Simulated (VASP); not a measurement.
The system is Sb.

```
CELL_PARAMETERS angstrom
2.15420 1.24373 3.75800
-2.15420 1.24373 3.75800
0.00000 -2.48746 3.75800
ATOMIC_POSITIONS crystal
Sb 0.76651 0.76651 0.76651
Sb 0.23349 0.23349 0.23349
```

```yaml
Program: VASP 6.6.1
Task: relaxation of cell and atoms
Functional: RPBE
Potentials_or_basis: VASP PAW PBE potentials, release 64 (Sb)
Cutoff: 600 eV
k_mesh: 8 × 8 × 8
Occupations: fermi-dirac, width 0.05 eV
Spin: no spin polarisation
```

At the start: pressure 4.1 GPa; volume 30.21 Å³/atom.

Task: Where does the relaxation end?

Result: Over 11 steps the energy falls by 30.4 meV/atom and the volume is 33.28 Å³/atom (+10.2 %); space group R-3m (No. 166, to 0.05 Å).

Step by step:
```
step  energy change (eV)  largest force (eV/Å)  pressure (GPa)  volume (Å³)
   1              0.0000                0.2273            4.06        60.41
   2             -0.0344                0.3833           -1.77        67.36
   3             -0.0519                0.1798            0.10        64.64
   4             -0.0547                0.1339            0.08        64.93
   5             -0.0584                0.0104            0.05        65.66
   6             -0.0585                0.0292            0.05        65.88
   7             -0.0599                0.0135           -0.02        66.19
   8             -0.0607                0.0167           -0.12        66.75
   9             -0.0607                0.0126           -0.11        66.69
  10             -0.0605                0.0300            0.22        66.31
  11             -0.0607                0.0021            0.01        66.56
```

Final structure:
```
Sb
1.0
     2.20029    1.27034    3.96859
    -2.20029    1.27034    3.96859
     0.00000   -2.54068    3.96859
Sb
2
Direct
  0.76935 0.76935 0.76935
  0.23065 0.23065 0.23065
```

Caveat: the PAW data sets were made with another functional, which shifts forces and pressure a little; the volume moved by +10 % from the deposited cell, more than functionals usually miss.
